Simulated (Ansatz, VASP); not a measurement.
## Cd2O: VASP beside Ansatz

The input INCAR:

```
SYSTEM = Cd2O
PREC = Accurate
ENCUT = 520
EDIFF = 1E-7
ISMEAR = 1
SIGMA = 0.0164
LREAL = .FALSE.
LASPH = .TRUE.
NELM = 80
ALGO = Normal
ISIF = 2
LWAVE = .FALSE.
LCHARG = .FALSE.
GGA = PE
NBANDS = 22
ISYM = 0
```

The input KPOINTS:

```
regular mesh
0
G
  6 6 6
  0 0 0
```

Contents of POSCAR:

```
Cd2O
1.0
    0.0000000000      2.7580520000      2.7580520000
    2.7580520000      0.0000000000      2.7580520000
    2.7580520000      2.7580520000      0.0000000000
Cd O
2 1
Direct
    0.2500000000      0.2500000000      0.2500000000
    0.7500000000      0.7500000000      0.7500000000
    0.5000000000      0.5000000000      0.5000000000
```

Input for Ansatz:

```yaml
crystal:
  lattice:
    - [0.0, 2.758052, 2.758052]
    - [2.758052, 0.0, 2.758052]
    - [2.758052, 2.758052, 0.0]
  atoms:
    - { symbol: Cd, position: [0.25, 0.25, 0.25] }
    - { symbol: Cd, position: [0.75, 0.75, 0.75] }
    - { symbol: O, position: [0.5, 0.5, 0.5] }
  symmetry: { detect: false }
kpoints:
  mp_grid: { grid: [6, 6, 6], shift: [0, 0, 0] }
magnetization:
  spin_polarized: false
scf:
  occupations: { method: cold, width: 0.0164 }
hamiltonian:
  pseudopotentials: { kind: paw }
  xc: pbe
basis:
  ecutwfc: 420
output:
  forces: true
  stress: true
  eigenvalues: true
  write_density: true
  write_potential: true
  elf: true
  volumetric_format: npy
```

Alike in both runs: task single point; functional PBE; k mesh 6 × 6 × 6; no spin polarisation.

|  | VASP | Ansatz |
| --- | --- | --- |
| version | VASP 6.6.1 | Ansatz 0.2.0 |
| potentials or method | VASP PAW PBE potentials, release 64 (Cd, O), cutoff 520 eV | PAW plane waves |
| occupations | methfessel-paxton of order 1, width 0.0164 eV | cold, width 0.0164 eV |
| valence electrons in the cell | 30 | 46 |

|  | VASP | Ansatz | Ansatz less VASP |
| --- | --- | --- | --- |
| gap on the k mesh at the Fermi level (eV) | 0.42 | 0.39 | -0.032 |

VASP's potentials hold 30 valence electrons a cell and Ansatz's 46, so a difference there can come from the potentials and not from the codes.
